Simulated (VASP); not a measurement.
# AlRu in VASP: further runs, part 2 of 2

VASP 6.6.1. The steps go on from the part before.

## (3) Single point, PBEsol

This run uses another cell than the first one, of 13.18 Å³/atom, 0.994 times its volume.

File INCAR:

```
SYSTEM = AlRu
  PREC = Accurate
  ENCUT = 520
  EDIFF = 1E-6
  ISMEAR = 0
  SIGMA = 0.1
  LREAL = .FALSE.
  LASPH = .TRUE.
  NELM = 60
  ALGO = Normal
  ISIF = 2
  LWAVE = .FALSE.
  LCHARG = .FALSE.
  GGA = PS
  NBANDS = 16
```

File KPOINTS:

```
Automatic mesh
0
G
  14 14 14
  0 0 0
```

File POSCAR:

```
AlRu
1.0
    2.9763144545      0.0000000000      0.0000000000
    0.0000000000      2.9763144545      0.0000000000
    0.0000000000      0.0000000000      2.9763144545
Al Ru
1 1
Direct
    0.0000000000      0.0000000000      0.0000000000
    0.5000000000      0.5000000000      0.5000000000
```

Potentials or basis: VASP PAW PBE potentials, release 64 (Al, Ru_pv).

The run is started by

```bash
$ cat potpaw_PBE.64/Al/POTCAR potpaw_PBE.64/Ru_pv/POTCAR > POTCAR
$ mpirun -np 1 vasp_std > vasp.out
```

It took 23 s on 1 thread of AMD EPYC 9R14 (Zen 4), shared host; peak memory 0.15 GiB.

It converged, with:

```yaml
Free_energy: -15.5185 eV
Pressure: 0.1 GPa
```

Levels at points of the mesh, in eV from the Fermi level:
| k point | band 5 | band 6 | band 7 | band 8 | band 9 | band 10 | band 11 | band 12 | band 13 | band 14 |
| --- | --- | --- | --- | --- | --- | --- | --- | --- | --- | --- |
| (0.00, 0.00, 0.00) | -3.67 | -3.67 | 0.20 | 0.20 | 0.20 | 6.15 | 6.15 | 6.15 | 11.09 | 11.09 |
| (0.50, 0.00, 0.00) | -5.50 | -2.85 | -1.63 | -1.63 | 0.46 | 2.34 | 7.44 | 11.08 | 11.08 | 12.00 |
| (0.50, 0.50, 0.00) | -3.15 | -1.38 | -1.38 | -1.19 | -1.19 | 1.57 | 5.38 | 6.44 | 10.72 | 12.00 |
| (0.50, 0.50, 0.50) | -4.72 | -4.72 | 1.67 | 1.67 | 2.70 | 4.14 | 4.14 | 4.14 | 8.72 | 8.72 |

Caveat: the PAW data sets were made with another functional, which shifts forces and pressure a little.

## (4) Single point, PBEsol

This run uses another cell than the first one, of 13.18 Å³/atom, 0.994 times its volume.

File INCAR:

```
PREC = Accurate ; ENCUT = 520
EDIFF = 1E-6 ; ISMEAR = 0
SIGMA = 0.1 ; LREAL = False
LASPH = True ; NELM = 80
ALGO = Fast ; ISIF = 2
LWAVE = False ; LCHARG = True
GGA = PS ; LELF = True
LVHAR = True ; NBANDS = 16
```

File KPOINTS:

```
Automatic mesh
0
Gamma
  14 14 14
```

File POSCAR:

```
AlRu
1.0
    2.9763145914      0.0000000000      0.0000000000
    0.0000000000      2.9763145914      0.0000000000
    0.0000000000      0.0000000000      2.9763145914
Al Ru
1 1
Direct
    0.0000000000      0.0000000000      0.0000000000
    0.5000000000      0.5000000000      0.5000000000
```

Potentials or basis: VASP PAW PBE potentials, release 64 (Al, Ru_pv).

The run is started by

```bash
$ cat potpaw_PBE.64/Al/POTCAR potpaw_PBE.64/Ru_pv/POTCAR > POTCAR
$ mpirun -np 1 vasp_std > vasp.out
```

OUTCAR:

```text
PREC = Accurate
   ENCUT = 520
   EDIFF = 1E-6
   ISMEAR = 0
   LREAL = False
   LASPH = True
   NELM = 80
   ISIF = 2
   GGA = PS

 ion  position               nearest neighbor table
   1  0.000  0.000  0.000-   2 2.58   2 2.58   2 2.58   2 2.58   2 2.58   2 2.58   2 2.58   2 2.58

   2  0.500  0.500  0.500-   1 2.58   1 2.58   1 2.58   1 2.58   1 2.58   1 2.58   1 2.58   1 2.58

  LATTYP: Found a simple cubic cell.
 ALAT       =     2.9763145914

  Lattice vectors:

 A1 = (   2.9763145914,   0.0000000000,   0.0000000000)
[... 628 lines left out ...]
      4       3.9260      2.00000
      5       6.8146      2.00000
      6       8.1978      2.00000
[... 8 lines left out ...]
     15      23.5190      0.00000
     16      25.2837      0.00000

 [... further k-points ...]
[... 5 lines left out ...]
  --------------------------------------------------------------------------------------
  -------------------------------------------------------------------------------------
  Total        0.0048486      0.0048486      0.0048486     -0.0000000     -0.0000000      0.0000000
  in kB        0.2946385      0.2946385      0.2946385     -0.0000000     -0.0000000      0.0000000
  external PRESSURE =       0.2946385 kB  Pullay stress =       0.0000000 kB

 VOLUME and BASIS-vectors are now :
 -----------------------------------------------------------------------------
  energy-cutoff  :      520.00
  volume of cell :       26.37
      direct lattice vectors                 reciprocal lattice vectors
     2.976314591  0.000000000  0.000000000     0.335985988  0.000000000  0.000000000
     0.000000000  2.976314591  0.000000000     0.000000000  0.335985988  0.000000000
     0.000000000  0.000000000  2.976314591     0.000000000  0.000000000  0.335985988

 POSITION                                       TOTAL-FORCE (eV/Angst)
 -----------------------------------------------------------------------------------
      0.00000      0.00000      0.00000         0.000000      0.000000      0.000000
      1.48816      1.48816      1.48816         0.000000      0.000000      0.000000
 -----------------------------------------------------------------------------------
    total drift:                                0.000000     -0.000000     -0.000000

  FREE ENERGIE OF THE ION-ELECTRON SYSTEM (eV)
  ---------------------------------------------------
  free  energy   TOTEN  =       -15.5185321027 eV

  energy  without entropy=      -15.5092537250  energy(sigma->0) =      -15.51389291
```

OSZICAR:

```text
N       E                     dE             d eps       ncg     rms          rms(c)
DAV:   1     0.113351216085E+03    0.11335E+03   -0.91433E+03  3936   0.990E+02
DAV:   2    -0.144390806851E+02   -0.12779E+03   -0.12144E+03  4528   0.293E+02
DAV:   3    -0.163057571698E+02   -0.18667E+01   -0.18605E+01  5000   0.367E+01
DAV:   4    -0.163189392554E+02   -0.13182E-01   -0.13164E-01  4656   0.325E+00
DAV:   5    -0.163191323243E+02   -0.19307E-03   -0.19264E-03  4760   0.380E-01    0.136E+01
RMM:   6    -0.156190958908E+02    0.70004E+00   -0.23452E+00  3951   0.119E+01    0.243E+00
RMM:   7    -0.155369248077E+02    0.82171E-01   -0.14470E-01  4054   0.310E+00    0.206E+00
RMM:   8    -0.155188211697E+02    0.18104E-01   -0.16937E-02  4212   0.910E-01    0.204E-01
RMM:   9    -0.155185390581E+02    0.28211E-03   -0.13141E-03  4352   0.296E-01    0.135E-01
RMM:  10    -0.155185329171E+02    0.61410E-05   -0.17269E-04  4544   0.121E-01    0.309E-02
RMM:  11    -0.155185336944E+02   -0.77731E-06   -0.40555E-05  4538   0.516E-02    0.224E-02
RMM:  12    -0.155185320905E+02    0.16039E-05   -0.12296E-05  4562   0.294E-02    0.751E-03
RMM:  13    -0.155185321027E+02   -0.12237E-07   -0.18034E-06  3507   0.122E-02
   1 F= -.15518532E+02 E0= -.15513893E+02  d E =-.927838E-02
```

stdout:

```text
POSCAR found type information on POSCAR AlRu
 POSCAR found :  2 types and       2 ions
 scaLAPACK will be used
 -----------------------------------------------------------------------------
|                                                                             |
|                                                                             |
|     You enforced a specific xc type in the INCAR file but a different       |
|     I HOPE YOU KNOW WHAT YOU ARE DOING!                                     |
|                                                                             |
 -----------------------------------------------------------------------------

 LDA part: xc-table for (Slater+PW92), standard interpolation
 POSCAR, INCAR and KPOINTS ok, starting setup
 FFT: planning ... GRIDC
 FFT: planning ... GRID_SOFT
 FFT: planning ... GRID
 WAVECAR not read
 entering main loop
```

Wall time 29 s (1 thread of AMD EPYC 9R14 (Zen 4), shared host); peak memory 0.14 GiB.

Results:

* Free energy: -15.5185 eV
* Pressure: 0.0 GPa

Caveat: the PAW data sets were made with another functional, which shifts forces and pressure a little.

## (5) Single point, PBEsol

This run uses another cell than the first one, of 13.18 Å³/atom, 0.994 times its volume.

File INCAR:

```
SYSTEM = AlRu
PREC = Accurate ; ENCUT = 520
EDIFF = 1E-6 ; ISMEAR = 0
SIGMA = 0.1 ; LREAL = .False.
LASPH = .True. ; NELM = 60
ALGO = Fast ; ISIF = 2
LWAVE = .False. ; LCHARG = .False.
GGA = PS ; NBANDS = 16
```

File KPOINTS:

```
regular mesh
0
Gamma
  18 18 18
  0 0 0
```

File POSCAR:

```
AlRu
1.0
    2.9763144545      0.0000000000      0.0000000000
    0.0000000000      2.9763144545      0.0000000000
    0.0000000000      0.0000000000      2.9763144545
Al Ru
1 1
Direct
    0.0000000000      0.0000000000      0.0000000000
    0.5000000000      0.5000000000      0.5000000000
```

The run is started by

```bash
$ cat potpaw_PBE.64/Al/POTCAR potpaw_PBE.64/Ru_pv/POTCAR > POTCAR
$ mpirun -np 1 vasp_std > vasp.out
```

Wall time 39 s (1 thread of Intel Xeon 6975P-C (Granite Rapids), shared host); peak memory 0.2 GiB.

Results (log left out):

- Free energy: -15.5252 eV
- Pressure: 0.0 GPa

Levels at points of the mesh, in eV from the Fermi level:
```
           k point  band 7  band 8  band 9  band 10  band 11  band 12
(0.00, 0.00, 0.00)    0.20    0.20    0.20     6.15     6.15     6.15
(0.50, 0.00, 0.00)   -1.63   -1.63    0.46     2.34     7.44    11.08
(0.50, 0.50, 0.00)   -1.37   -1.19   -1.19     1.57     5.38     6.44
(0.50, 0.50, 0.50)    1.66    1.66    2.70     4.14     4.14     4.14
```

Caveat: the PAW data sets were made with another functional, which shifts forces and pressure a little.

## (6) Single point, PBEsol (uniaxial strain along a: -4.5 %)

File INCAR:

```
ALGO = Fast
EDIFF = 1E-6
ENCUT = 520
GGA = PS
ISIF = 2
ISMEAR = 0
LASPH = True
LCHARG = False
LREAL = False
LWAVE = False
NBANDS = 16
NELM = 100
PREC = Accurate
SIGMA = 0.1
```

File KPOINTS:

```
k-points
0
Gamma
  18 18 18
```

File POSCAR:

```
AlRu
1.0
    2.8423803041      0.0000000000      0.0000000000
    0.0000000000      3.0097979921      0.0000000000
    0.0000000000      0.0000000000      3.0097979921
Al Ru
1 1
Direct
    0.0000000000      0.0000000000      0.0000000000
    0.5000000000      0.5000000000      0.5000000000
```

Potentials or basis: VASP PAW PBE potentials, release 64 (Al, Ru_pv).

The run is started by

```bash
$ cat potpaw_PBE.64/Al/POTCAR potpaw_PBE.64/Ru_pv/POTCAR > POTCAR
$ mpirun -np 1 vasp_std > vasp.out
```

It took 88 s on 1 thread of Intel Xeon 6975P-C (Granite Rapids), shared host; peak memory 0.32 GiB.

Results (log left out):

```yaml
Free_energy: -15.4789 eV
Pressure: 6.0 GPa
```

Stress tensor (GPa, compression positive):
```
13.95  0.00  0.00
 0.00  2.06  0.00
 0.00  0.00  2.06
```

Levels at points of the mesh, in eV from the Fermi level:
```tsv
k point	band 7	band 8	band 9	band 10	band 11	band 12
(0.00, 0.00, 0.00)	-0.08	0.33	0.33	5.64	5.64	7.49
(0.50, 0.00, 0.00)	-1.97	-1.97	0.29	3.10	7.37	10.69
(0.00, 0.50, 0.00)	-1.93	-1.22	0.56	2.06	7.37	10.67
(0.50, 0.50, 0.00)	-1.51	-1.34	-1.08	1.69	5.88	6.76
(0.00, 0.50, 0.50)	-1.64	-0.87	-0.87	1.34	4.95	6.37
(0.50, 0.50, 0.50)	1.49	1.92	2.83	4.05	4.05	4.46
```

Caveat: the cell differs from its parent crystal (uniaxial strain along a: -4.5 %); the PAW data sets were made with another functional, which shifts forces and pressure a little.

## (7) The runs side by side

```tsv
task	cell	k mesh	cutoff (eV)	gap on the mesh (eV)	pressure (GPa)
relaxation of cell and atoms	relaxed from a = 2.982 Å, 2 atoms	14 × 14 × 14	600	none	0.0
single point	a = 2.976 Å, 2 atoms	14 × 14 × 14	520	none	0.0
single point	a = 2.976 Å, 2 atoms	18 × 18 × 18	520	none	0.0
single point	a = 2.842, b = 3.010, c = 3.010 Å, 2 atoms	18 × 18 × 18	520	none	6.0
```

Alike in all rows: level PBEsol; potentials or basis VASP PAW PBE potentials, release 64 (Al, Ru_pv); no spin polarisation; smearing gaussian 0.1 eV.

Caveats: the PAW data sets were made with another functional, which shifts forces and pressure a little.

Total energies depend on the potentials used, so only differences within one code and one set of settings carry meaning.
